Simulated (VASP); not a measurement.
# Re (Pm-3m) in VASP: notebook

Re is run at these levels: LDA; tasks: single point.

Program: VASP 6.6.1. These are calculated values, not measurements. Logs are shortened: lines on timing, memory, paths and dates and some standing lists are left out, and cuts for length are marked.

**1. The cell of the first run**

The structure is cubic, space group Pm-3m (No. 221). Conventional cell: a = 2.552 Å, b = 2.552 Å, c = 2.552 Å, α = 90.00°, β = 90.00°, γ = 90.00°. Re (site symmetry m-3m) has 6 Re at 2.55 Å within 3.4 Å.

This isn't the form of Re at room conditions, which is hcp.

**2. Single point, LDA**

INCAR

```
  PREC = Accurate
  ENCUT = 520
  EDIFF = 1E-6
  ISMEAR = -1
  SIGMA = 0.1
  LREAL = False
  LASPH = True
  NELM = 60
  ALGO = Normal
  ISIF = 2
  LWAVE = False
  LCHARG = True
  GGA = CA
  LELF = True
  LVHAR = True
  NBANDS = 10
```

KPOINTS

```
regular mesh
0
Gamma
  15 15 15
```

POSCAR

```
Re
1.0
    2.5516649271      0.0000000000      0.0000000000
    0.0000000000      2.5516649271      0.0000000000
    0.0000000000      0.0000000000      2.5516649271
Re
1
Direct
    0.0000000000      0.0000000000      0.0000000000
```

Potentials or basis: VASP PAW LDA potentials, release 64 (Re).

Started as:

```bash
$ cat potpaw_LDA.64/Re/POTCAR > POTCAR
$ mpirun -np 1 vasp_std > vasp.out
```

OUTCAR:

```text
PREC = Accurate
   ENCUT = 520
   EDIFF = 1E-6
   ISMEAR = -1
   LREAL = False
   LASPH = True
   NELM = 60
   ISIF = 2
   GGA = CA

 ion  position               nearest neighbor table
   1  0.000  0.000  0.000-

  LATTYP: Found a simple cubic cell.
 ALAT       =     2.5516649271

  Lattice vectors:

 A1 = (   2.5516649271,   0.0000000000,   0.0000000000)
 A2 = (   0.0000000000,   2.5516649271,   0.0000000000)
 A3 = (   0.0000000000,   0.0000000000,   2.5516649271)

Analysis of symmetry for initial positions (statically):
=====================================================================
 Subroutine PRICEL returns:
 Original cell was already a primitive cell.

 Routine SETGRP: Setting up the symmetry group for a
 simple cubic supercell.

 Subroutine GETGRP returns: Found 48 space group operations
 (whereof 48 operations were pure point group operations)
 out of a pool of 48 trial point group operations.

The static configuration has the point symmetry O_h .

Analysis of symmetry for dynamics (positions and initial velocities):
=====================================================================
 Subroutine PRICEL returns:
 Original cell was already a primitive cell.

 Routine SETGRP: Setting up the symmetry group for a
 simple cubic supercell.

 Subroutine GETGRP returns: Found 48 space group operations
 (whereof 48 operations were pure point group operations)
 out of a pool of 48 trial point group operations.

The dynamic configuration has the point symmetry O_h .

 Subroutine INISYM returns: Found 48 space group operations
 (whereof 48 operations are pure point group operations),
 and found     1 'primitive' translations

----------------------------------------------------------------------------------------

                                     Primitive cell

  volume of cell :      16.6139

  direct lattice vectors                    reciprocal lattice vectors
     2.551664927  0.000000000  0.000000000     0.391900986  0.000000000  0.000000000
     0.000000000  2.551664927  0.000000000     0.000000000  0.391900986  0.000000000
     0.000000000  0.000000000  2.551664927     0.000000000  0.000000000  0.391900986

  length of vectors
     2.551664927  2.551664927  2.551664927     0.391900986  0.391900986  0.391900986

  position of ions in fractional coordinates (direct lattice)
     0.000000000  0.000000000  0.000000000

  ion indices of the primitive-cell ions
   primitive index   ion index
                 1           1

----------------------------------------------------------------------------------------

 KPOINTS: regular mesh

Automatic generation of k-mesh.
 Grid dimensions read from file:
 generate k-points for:   15   15   15

 Generating k-lattice:

  Cartesian coordinates                     Fractional coordinates (reciprocal lattice)
     0.026126732  0.000000000  0.000000000     0.066666667  0.000000000  0.000000000
     0.000000000  0.026126732  0.000000000     0.000000000  0.066666667  0.000000000
     0.000000000  0.000000000  0.026126732     0.000000000  0.000000000  0.066666667

  Length of vectors
     0.026126732  0.026126732  0.026126732

  Shift w.r.t. Gamma in fractional coordinates (k-lattice)
     0.000000000  0.000000000  0.000000000

 Subroutine IBZKPT returns following result:
 ===========================================

 Found    120 irreducible k-points:

 Following reciprocal coordinates:
            Coordinates               Weight
  0.000000  0.000000  0.000000      1.000000
  0.066667  0.000000  0.000000      6.000000
  0.133333  0.000000  0.000000      6.000000
  0.200000  0.000000  0.000000      6.000000
  0.266667  0.000000  0.000000      6.000000
  0.333333  0.000000  0.000000      6.000000
[... 16 lines left out ...]
  0.266667  0.200000  0.000000     24.000000
  0.333333  0.200000  0.000000     24.000000
 [... further k-points ...]
   k-points           NKPTS =    120   k-points in BZ     NKDIM =    120   number of bands    NBANDS=     10
   number of dos      NEDOS =    301   number of ions     NIONS =      1
   total plane-waves  NPLWV =   8000
   dimension x,y,z NGX =    20 NGY =   20 NGZ =   20
   dimension x,y,z NGXF=    40 NGYF=   40 NGZF=   40
   ions per type =               1
   NGX,Y,Z   is equivalent  to a cutoff of  13.03, 13.03, 13.03 a.u.
   NGXF,Y,Z  is equivalent  to a cutoff of  26.06, 26.06, 26.06 a.u.
 SYSTEM =  unknown system
   PREC   = accura    normal or accurate (medium, high low for compatibility)
   ISTART =      0    job   : 0-new  1-cont  2-samecut
   ICHARG =      2    charge: 1-file 2-atom 10-const
   ISPIN  =      1    spin polarized calculation?
   LNONCOLLINEAR =      F non collinear calculations
   LSORBIT =      F    spin-orbit coupling
   LASPH  =      T    aspherical Exc in radial PAW
   ENCUT  =  520.0 eV  38.22 Ry    6.18 a.u.   4.74  4.74  4.74*2*pi/ulx,y,z
   NELM   =     60;   NELMIN=  2; NELMDL= -5     # of ELM steps
   EDIFF  = 0.1E-05   stopping-criterion for ELM
   LREAL  =      F    real-space projection
   EDIFFG = 0.1E-04   stopping-criterion for IOM
   NSW    =      0    number of steps for IOM
   IBRION =     -1    ionic relax: 0-MD 1-quasi-New 2-CG
   NFREE  =      0    steps in history (QN), initial steepest desc. (CG)
   ISIF   =      2    stress and relaxation
   ISYM   =      2    0-nonsym 1-usesym 2-fastsym
   POTIM  = 0.5000    time-step for ionic-motion
   TEBEG  =    0.0;   TEEND  =   0.0 temperature during run
   PSTRESS=    0.0 pullay stress
   NELECT =       7.0000    total number of electrons
   NUPDOWN=      -1.0000    fix difference up-down
   EMIN   =  10.00;   EMAX   =-10.00  energy-range for DOS
   EFERMI =   0.00;   METHOD = LEGACY
   ISMEAR =    -1;   SIGMA  =   0.10  broadening in eV -4-tet -1-fermi 0-gaus
   EFERMI_NEDOS =   21; number of points for ismear=-14 and -15
   IALGO  =     38    algorithm
   IMIX   =      4    mixing-type and parameters
     AMIX     =   0.40;   BMIX     =  1.00
     AMIX_MAG =   1.60;   BMIX_MAG =  1.00
  volume/ion in A,a.u.               =      16.61       112.12
  Fermi-wavevector in a.u.,A,eV,Ry     =   1.227299  2.319260 20.493964  1.506264
  Thomas-Fermi vector in A             =   2.362268
   LORBIT       =      0    0 simple, 1 ext, 2 COOP (PROOUT), +10 PAW based schemes
   GGA     = CA    functional components
   LHFCALC =     F    Hartree Fock is set to
   AEXX    =    0.0000 exact exchange contribution
   IVDW    =     0    specifies the selected vdW correction
   LEPSILON=     F    determine dielectric tensor
   LRPA    =     F    only Hartree local field effects (RPA)
 non-spin polarized calculation
  energy-cutoff  :      520.00
  volume of cell :       16.61
 maximum number of plane-waves:       462
 NGX is ok and might be reduce to    20
   NGX =  9   NGY =  9   NGZ =  9

 number of electron       6.9999999 magnetization

 Free energy of the ion-electron system (eV)
  ---------------------------------------------------
  ext. energy  EPLUGINS =         0.00000000
  ---------------------------------------------------
  free energy    TOTEN  =       -12.36607593 eV

  energy without entropy =      -12.32463339  energy(sigma->0) =      -12.34535466

 E-fermi :   6.9862     XC(G=0): -13.0408

 val. band max:        6.9693846895   @ k =   0.4000   0.3333   0.0667
 cond. band min:       6.9909846118   @ k =   0.4667   0.4667   0.0667
 fundamental gap:      0.0215999224
 Fermi energy:         6.9862191212

 k-point     1 :       0.0000    0.0000    0.0000
  band No.  band energies     occupation
      1      -2.4141      2.00000
      2       1.3828      2.00000
      3       1.3828      2.00000
      4      10.5573      0.00000
      5      10.5573      0.00000
      6      10.5573      0.00000
      7      22.5059      0.00000
      8      22.5059      0.00000
      9      22.5059      0.00000
     10      28.7190      0.00000

 k-point     2 :       0.0667    0.0000    0.0000
  band No.  band energies     occupation
      1      -2.2623      2.00000
      2       1.4200      2.00000
      3       1.5468      2.00000
      4      10.3262      0.00000
      5      10.3262      0.00000
      6      10.5740      0.00000
      7      21.6533      0.00000
      8      22.8277      0.00000
      9      22.8277      0.00000
     10      29.3512      0.00000

 k-point     3 :       0.1333    0.0000    0.0000
  band No.  band energies     occupation
      1      -1.8424      2.00000
      2       1.5271      2.00000
      3       2.0406      2.00000
      4       9.7271      0.00000
      5       9.7271      0.00000
      6      10.6216      0.00000
      7      19.9406      0.00000
      8      23.6879      0.00000
      9      23.6879      0.00000
     10      28.3839      0.00000

 k-point     4 :       0.2000    0.0000    0.0000
  band No.  band energies     occupation
      1      -1.2441      2.00000
      2       1.6897      2.00000
      3       2.8465      2.00000
      4       8.9545      0.00000
      5       8.9545      0.00000
      6      10.6924      0.00000
      7      18.1878      0.00000
      8      24.8659      0.00000
      9      24.8659      0.00000
     10      26.4780      0.00000
[... 222 lines left out ...]
 k-point    22 :       0.2000    0.2000    0.0000
  band No.  band energies     occupation
      1      -0.1042      2.00000
      2       2.5822      2.00000
      3       3.6548      2.00000
      4       7.2720      0.10857
      5       8.9557      0.00000
      6       9.3652      0.00000
      7      19.9759      0.00000
      8      20.2679      0.00000
      9      26.8777      0.00000
     10      27.3744      0.00000

 k-point    23 :       0.2667    0.2000    0.0000
  band No.  band energies     occupation
      1       0.4953      2.00000
      2       2.8438      2.00000
      3       4.4002      2.00000
      4       6.8386      1.62812
      5       8.3634      0.00000
      6       9.3264      0.00000
      7      18.4051      0.00000
      8      21.1440      0.00000
      9      26.1778      0.00000
     10      28.7436      0.00000

 k-point    24 :       0.3333    0.2000    0.0000
  band No.  band energies     occupation
      1       1.0672      2.00000
      2       2.9856      2.00000
      3       4.5927      2.00000
      4       7.3888      0.03508
      5       7.7432      0.00103
      6       9.4187      0.00000
      7      17.0389      0.00000
      8      22.1236      0.00000
      9      25.3233      0.00000
     10      30.0636      0.00000

 [... further k-points ...]

------------------------ aborting loop because EDIFF is reached ----------------------------------------

  FORCE on cell =-STRESS in cart. coord.  units (eV):
  Direction    XX          YY          ZZ          XY          YZ          ZX
  --------------------------------------------------------------------------------------
  -------------------------------------------------------------------------------------
  Total       -0.4975025     -0.4975025     -0.4975025      0.0000000      0.0000000     -0.0000000
  in kB      -47.9771980    -47.9771980    -47.9771980      0.0000000      0.0000000     -0.0000000
  external PRESSURE =     -47.9771980 kB  Pullay stress =       0.0000000 kB

 VOLUME and BASIS-vectors are now :
 -----------------------------------------------------------------------------
  energy-cutoff  :      520.00
  volume of cell :       16.61
      direct lattice vectors                 reciprocal lattice vectors
     2.551664927  0.000000000  0.000000000     0.391900986  0.000000000  0.000000000
     0.000000000  2.551664927  0.000000000     0.000000000  0.391900986  0.000000000
     0.000000000  0.000000000  2.551664927     0.000000000  0.000000000  0.391900986

 POSITION                                       TOTAL-FORCE (eV/Angst)
 -----------------------------------------------------------------------------------
      0.00000      0.00000      0.00000         0.000000      0.000000      0.000000
 -----------------------------------------------------------------------------------
    total drift:                               -0.000000      0.000000      0.000000

  FREE ENERGIE OF THE ION-ELECTRON SYSTEM (eV)
  ---------------------------------------------------
  free  energy   TOTEN  =       -12.3660759320 eV

  energy  without entropy=      -12.3246333895  energy(sigma->0) =      -12.34535466
```

Wall time 25 s (1 thread of Intel Xeon 8259CL, shared host); peak memory 0.13 GiB.

What came out:

```
Free energy            : -12.3661 eV
Pressure               : -4.8 GPa
Band gap on the k mesh : zero (an odd number of electrons rules out a gap without spin polarisation)
```

Caveat: the cell stands under tension; spin-orbit coupling is left out, which moves the levels of the heavy elements.

**3. Single point, LDA**

INCAR

```
SYSTEM = Re
  ALGO = Normal
  EDIFF = 1E-6
  ENCUT = 520
  GGA = CA
  ISIF = 2
  ISMEAR = -1
  LASPH = .True.
  LCHARG = .False.
  LREAL = .False.
  LWAVE = .False.
  NBANDS = 10
  NELM = 100
  PREC = Accurate
  SIGMA = 0.1
```

KPOINTS

```
k-points
0
Gamma
  15 15 15
  0 0 0
```

POSCAR is that of step 2.

Potentials or basis: VASP PAW LDA potentials, release 64 (Re).

Started as:

```bash
$ cat potpaw_LDA.64/Re/POTCAR > POTCAR
$ mpirun -np 1 vasp_std > vasp.out
```

Wall time 23 s (1 thread of Intel Xeon 8259CL, shared host); peak memory 0.14 GiB.

Results (log left out):

* Free energy: -12.3661 eV
* Pressure: -4.8 GPa
* Band gap on the k mesh: zero (an odd number of electrons rules out a gap without spin polarisation)

Levels at points of the mesh, in eV from the Fermi level:
| k point | band 1 | band 2 | band 3 | band 4 | band 5 | band 6 |
| --- | --- | --- | --- | --- | --- | --- |
| (0.00, 0.00, 0.00) | -9.40 | -5.60 | -5.60 | 3.57 | 3.57 | 3.57 |

Caveat: the cell stands under tension; spin-orbit coupling is left out, which moves the levels of the heavy elements.

The gap in the log of VASP goes by the Fermi energy; the results here count the filled bands.